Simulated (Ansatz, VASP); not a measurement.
**Two plane-wave programs on Hf2N**

```xyz
6
Lattice="5.4419 0.0000 0.0000 0.0000 5.4419 0.0000 0.0000 0.0000 3.1636" Properties=species:S:1:pos:R:3 pbc="T T T"
Hf    1.6429    1.6429    0.0000
Hf    3.7990    3.7990    0.0000
Hf    4.3639    1.0780    1.5818
Hf    1.0780    4.3639    1.5818
N     0.0000    0.0000    0.0000
N     2.7210    2.7210    1.5818
```

Alike in both runs: functional r2SCAN; k mesh 1 × 1 × 2; occupations gaussian, width 0.1 eV; no spin polarisation.

Ansatz relaxed the structure, and its values are those at the end. VASP's run is a single point on that final structure, the one shown.

|  | VASP | Ansatz |
| --- | --- | --- |
| version | VASP 6.6.1 | Ansatz 0.2.0 |
| potentials or method | VASP PAW PBE potentials, release 64 (Hf_pv, N), cutoff 520 eV | scalar-relativistic, plane waves, PAW |
| valence electrons in the cell | 50 | 114 |

Ansatz gave:

* gap on the k mesh at the Fermi level (eV): none
* pressure (GPa): 0.0
* rms of the force components (eV/Å): 0.000

Which values does VASP return?

gap on the k mesh at the Fermi level (eV): none; pressure (GPa): -1.2; rms of the force components (eV/Å): 0.041.

VASP's potentials were made for PBE, not for r2SCAN. A gap of «none» marks a metal or a gap that the smearing closes. VASP's potentials hold 50 valence electrons a cell and Ansatz's 114, so a difference there can come from the potentials and not from the codes.

The k mesh is coarse, so the values compare programs but aren't converged. Spin-orbit coupling is off throughout.
